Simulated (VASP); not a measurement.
# Mg3O4 in VASP: single point with PBE

Aim: the single point of Mg3O4 with PBE.

All numbers are computed with VASP 6.6.1; they aren't measurements. Logs are shortened: lines on timing, memory, paths and dates and some standing lists are left out, and cuts for length are marked.

**1. The cell of the first run**

The cell holds a slab with vacuum, 7 atoms: a = 3.009 Å, b = 3.009 Å, c = 19.780 Å, α = 90.00°, β = 90.00°, γ = 90.00°.

**2. Single point, PBE, collinear spin**

INCAR reads:

```
SYSTEM = Mg3O4
PREC = Accurate
ENCUT = 520
EDIFF = 1E-6
ISMEAR = 0
SIGMA = 0.05
LREAL = .False.
LASPH = .True.
NELM = 150
ALGO = Normal
ISIF = 2
LWAVE = .False.
LCHARG = .False.
ISPIN = 2
MAGMOM = 0 0 0 0 0 0 2
LORBIT = 11
LDIPOL = .True.
IDIPOL = 3
DIPOL = 0.5 0.5 0.335
GGA = PE
NBANDS = 28
```

KPOINTS reads:

```
Automatic mesh
0
Gamma
  9 9 1
  0 0 0
```

POSCAR reads:

```
Mg3O4
1.0
    3.0085896345      0.0000000000      0.0000000000
    0.0000000000      3.0085896345      0.0000000000
    0.0000000000      0.0000000000     19.7799623498
Mg O
3 4
Direct
    0.5000000000      0.5000000000      0.2022248541
    0.0000000000      0.0000000000      0.3100331121
    0.5000000000      0.5000000000      0.4161289127
    0.0000000000      0.0000000000      0.2022248541
    0.5000000000      0.5000000000      0.3095409237
    0.0000000000      0.0000000000      0.4186035445
    0.0000000000      0.2500000000      0.4836039878
```

Potentials or basis: VASP PAW PBE potentials, release 64 (Mg, O).

The run is started by

```console
$ cat potpaw_PBE.64/Mg/POTCAR potpaw_PBE.64/O/POTCAR > POTCAR
$ mpirun -np 1 vasp_std > vasp.out
```

OUTCAR:

```text
SYSTEM = Mg3O4
   PREC = Accurate
   ENCUT = 520
   EDIFF = 1E-6
   ISMEAR = 0
   LREAL = .False.
   LASPH = .True.
   NELM = 150
   ISIF = 2
   ISPIN = 2
   LORBIT = 11
   GGA = PE

 ion  position               nearest neighbor table
   1  0.500  0.500  0.202-   5 2.12   4 2.13   4 2.13   4 2.13   4 2.13   2 3.01   2 3.01   2 3.01
                             2 3.01
   2  0.000  0.000  0.310-   5 2.13   5 2.13   5 2.13   5 2.13   4 2.13   6 2.15   3 2.99   3 2.99
                             3 2.99   3 2.99   1 3.01   1 3.01   1 3.01   1 3.01
   3  0.500  0.500  0.416-   5 2.11   6 2.13   6 2.13   6 2.13   6 2.13   7 2.15   7 2.15   2 2.99
                             2 2.99   2 2.99   2 2.99
   4  0.000  0.000  0.202-   1 2.13   1 2.13   1 2.13   1 2.13   2 2.13
   5  0.500  0.500  0.310-   3 2.11   1 2.12   2 2.13   2 2.13   2 2.13   2 2.13
   6  0.000  0.000  0.419-   7 1.49   3 2.13   3 2.13   3 2.13   3 2.13   2 2.15
   7  0.000  0.250  0.484-   6 1.49   3 2.15   3 2.15

  LATTYP: Found a simple tetragonal cell.
 ALAT       =     3.0085896345
 C/A-ratio  =     6.5744966090

  Lattice vectors:

 A1 = (   3.0085896345,   0.0000000000,   0.0000000000)
 A2 = (   0.0000000000,   3.0085896345,   0.0000000000)
 A3 = (   0.0000000000,   0.0000000000,  19.7799623498)

Analysis of symmetry for initial positions (statically):
=====================================================================
 Subroutine PRICEL returns:
 Original cell was already a primitive cell.

 Routine SETGRP: Setting up the symmetry group for a
 simple tetragonal supercell.

 Subroutine GETGRP returns: Found  2 space group operations
 (whereof  2 operations were pure point group operations)
 out of a pool of 16 trial point group operations.

The static configuration has the point symmetry C_1h.

Analysis of symmetry for dynamics (positions and initial velocities):
=====================================================================
 Subroutine PRICEL returns:
 Original cell was already a primitive cell.

 Routine SETGRP: Setting up the symmetry group for a
 simple tetragonal supercell.

 Subroutine GETGRP returns: Found  2 space group operations
 (whereof  2 operations were pure point group operations)
 out of a pool of 16 trial point group operations.

The dynamic configuration has the point symmetry C_1h.

Analysis of structural, dynamic, and magnetic symmetry:
=====================================================================
 Subroutine PRICEL returns:
 Original cell was already a primitive cell.

 Routine SETGRP: Setting up the symmetry group for a
 simple tetragonal supercell.

[... 163 lines left out ...]

  energy without entropy =      -37.94399740  energy(sigma->0) =      -37.94464154

 E-fermi :  -0.9184     XC(G=0):  -4.7977

 val. band max:       -0.9332740176   @ k =   0.0000   0.0000   0.0000
 cond. band min:      -0.6658918515   @ k =   0.0000   0.1111   0.0000
 fundamental gap:      0.2673821661
 Fermi energy:        -0.9183585308

 spin component 1

 k-point     1 :       0.0000    0.0000    0.0000
  band No.  band energies     occupation
      1     -23.2185      1.00000
      2     -21.1460      1.00000
      3     -20.2047      1.00000
      4     -16.2672      1.00000
      5      -8.0592      1.00000
      6      -6.9840      1.00000
[... 709 lines left out ...]
     26       8.0525      0.00000
     27       8.1780      0.00000

 [... further k-points ...]

 spin component 2

 k-point     1 :       0.0000    0.0000    0.0000
  band No.  band energies     occupation
      1     -23.2225      1.00000
      2     -21.1461      1.00000
      3     -20.2047      1.00000
      4     -16.2753      1.00000
      5      -8.0607      1.00000
      6      -6.9855      1.00000
[... 709 lines left out ...]
     26       8.0527      0.00000
     27       8.1794      0.00000

 [... further k-points ...]

 [bands above 27 left out]

------------------------ aborting loop because EDIFF is reached ----------------------------------------

 vacuum level on the upper side and lower side of the slab       (xc-potential included)         2.919        -3.111

  FORCE on cell =-STRESS in cart. coord.  units (eV):
  Direction    XX          YY          ZZ          XY          YZ          ZX
  --------------------------------------------------------------------------------------
  -------------------------------------------------------------------------------------
  Total       -2.0142060      1.1138764      0.1731253      0.0000000     -0.0404984      0.0000000
  in kB      -18.0244944      9.9677288      1.5492441      0.0000000     -0.3624072      0.0000000
  external PRESSURE =      -2.1691739 kB  Pullay stress =       0.0000000 kB

 VOLUME and BASIS-vectors are now :
 -----------------------------------------------------------------------------
  energy-cutoff  :      520.00
  volume of cell :      179.04
      direct lattice vectors                 reciprocal lattice vectors
     3.008589634  0.000000000  0.000000000     0.332381654  0.000000000  0.000000000
     0.000000000  3.008589634  0.000000000     0.000000000  0.332381654  0.000000000
     0.000000000  0.000000000 19.779962350     0.000000000  0.000000000  0.050556214

 POSITION                                       TOTAL-FORCE (eV/Angst)
 -----------------------------------------------------------------------------------
      1.50429      1.50429      4.00000         0.000000      0.003446      0.248413
      0.00000      0.00000      6.13244         0.000000      0.129543     -0.305074
      1.50429      1.50429      8.23101         0.000000      0.026703      3.168519
      0.00000      0.00000      4.00000         0.000000      0.006738     -0.239151
      1.50429      1.50429      6.12271         0.000000      0.174380      0.205507
      0.00000      0.00000      8.27996         0.000000     -0.855594     -3.244461
      0.00000      0.75215      9.56567         0.000000      0.514784      0.166248
 -----------------------------------------------------------------------------------
    total drift:                                0.000000      0.000121     -0.001435

  FREE ENERGIE OF THE ION-ELECTRON SYSTEM (eV)
  ---------------------------------------------------
  free  energy   TOTEN  =       -37.9452856824 eV

  energy  without entropy=      -37.9439974001  energy(sigma->0) =      -37.94464154

 vacuum level on the upper side and lower side of the slab         6.858         0.623

 total charge

# of ion       s       p       d       tot
------------------------------------------
    1        0.141   0.150   0.061   0.352
    2        0.145   0.167   0.073   0.385
    3        0.133   0.164   0.077   0.374
    4        1.544   3.491   0.000   5.035
    5        1.544   3.540   0.000   5.084
    6        1.550   3.486   0.000   5.036
    7        1.608   3.261   0.000   4.868
--------------------------------------------------
tot          6.665  14.259   0.211  21.135

 magnetization (x)

# of ion       s       p       d       tot
------------------------------------------
    1        0.000   0.000   0.000   0.000
    2        0.000   0.000   0.000   0.000
    3        0.000   0.000  -0.000   0.000
    4        0.000   0.000   0.000   0.000
    5        0.000   0.000   0.000   0.000
    6       -0.000  -0.001   0.000  -0.001
    7       -0.000  -0.006   0.000  -0.006
--------------------------------------------------
tot         -0.000  -0.007  -0.000  -0.007
```

OSZICAR:

```text
N       E                     dE             d eps       ncg     rms          rms(c)
DAV:   1     0.227186373897E+03    0.22719E+03   -0.12435E+04  2800   0.868E+02
DAV:   2    -0.143581901366E+02   -0.24154E+03   -0.22274E+03  3964   0.220E+02
DAV:   3    -0.417536788515E+02   -0.27395E+02   -0.27116E+02  3544   0.792E+01
DAV:   4    -0.421480420695E+02   -0.39436E+00   -0.39407E+00  3268   0.111E+01
[... 24 lines left out ...]
DAV:  29    -0.379452548112E+02   -0.82780E-05   -0.61904E-07  2680   0.402E-03    0.194E-03
DAV:  30    -0.379452727334E+02   -0.17922E-04   -0.86504E-07  2636   0.363E-03    0.111E-03
DAV:  31    -0.379452794953E+02   -0.67619E-05   -0.37972E-07  2684   0.229E-03    0.882E-04
DAV:  32    -0.379452849185E+02   -0.54232E-05   -0.23302E-07  2720   0.210E-03    0.820E-04
DAV:  33    -0.379452856824E+02   -0.76392E-06   -0.98570E-08  2880   0.139E-03
   1 F= -.37945286E+02 E0= -.37944642E+02  d E =-.128828E-02  mag=    -0.0087
```

stdout:

```text
POSCAR found type information on POSCAR MgO
 POSCAR found :  2 types and       7 ions
 scaLAPACK will be used
 LDA part: xc-table for (Slater+PW92), standard interpolation
 POSCAR, INCAR and KPOINTS ok, starting setup
 FFT: planning ... GRIDC
 FFT: planning ... GRID_SOFT
 FFT: planning ... GRID
 WAVECAR not read
 entering main loop
```

It took 3.4 min on 1 thread of Intel Xeon 6975P-C (Granite Rapids), shared host; peak memory 0.43 GiB.

What came out:

```yaml
Free_energy: -37.9453 eV
Largest_force: 3.355 eV/Å
Band_gap_on_the_k_mesh: zero (filled and empty bands overlap)
Net_moment: -0.01 μB per cell
Valence_electrons_inside_the_program's_atomic_spheres: Mg 0.35, 0.39, 0.37; O 5.04, 5.08, 4.87 (each value once)
```

Forces in eV/Å, atoms in the order of the input:
```
Mg   0.000  0.003  0.248
Mg   0.000  0.130 -0.305
Mg   0.000  0.027  3.169
O    0.000  0.007 -0.239
O    0.000  0.174  0.206
O    0.000 -0.856 -3.244
O    0.000  0.515  0.166
```

The gap in the log of VASP goes by the Fermi energy; the results here count the filled bands.